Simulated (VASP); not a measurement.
Here is a VASP 6.6.1 calculation.

Contents of POSCAR:

```
WC
1.0
    2.9134336878      0.0000000000      0.0000000000
   -1.4567168439      2.5231075859      0.0000000000
    0.0000000000      0.0000000000      2.8354131407
W C
1 1
Direct
    0.0000000000      0.0000000000      0.0000000000
    0.6666666667      0.3333333333      0.5000000000
```

File INCAR.step1:

```
ALGO = Normal
EDIFF = 1E-4
ENCUT = 520
GGA = PE
ISMEAR = -1
LASPH = T
LCHARG = F
LREAL = F
LWAVE = T
NBANDS = 16
NELM = 80
PREC = Accurate
SIGMA = 0.15
```

Contents of INCAR.step2:

```
ALGO = Normal
EDIFF = 1E-6
ENCUT = 520
ISIF = 2
ISMEAR = -1
ISTART = 1
LASPH = T
LCHARG = F
LMIXTAU = T
LREAL = F
LWAVE = F
METAGGA = R2SCAN
NBANDS = 16
NELM = 80
PREC = Accurate
SIGMA = 0.15
```

File KPOINTS:

```
k-points
0
Gamma
  21 21 20
```

Potentials or basis: VASP PAW PBE potentials, release 64 (W_sv, C).

Launch:

```console
$ cat potpaw_PBE.64/W_sv/POTCAR potpaw_PBE.64/C/POTCAR > POTCAR
$ cp INCAR.step1 INCAR
$ mpirun -np 1 vasp_std > vasp.out
$ cp INCAR.step2 INCAR
$ mpirun -np 1 vasp_std > vasp.out
```

(1) Estimate the band gap on the k mesh.

(2) What does it give for the pressure?

## Answers

(1) zero (bands 9 and 10 overlap by 1.33 eV).

(2) 1.7 GPa.

Caveat: the PAW data sets were made with another functional, which shifts forces and pressure a little; spin-orbit coupling is left out, which moves the levels of the heavy elements.
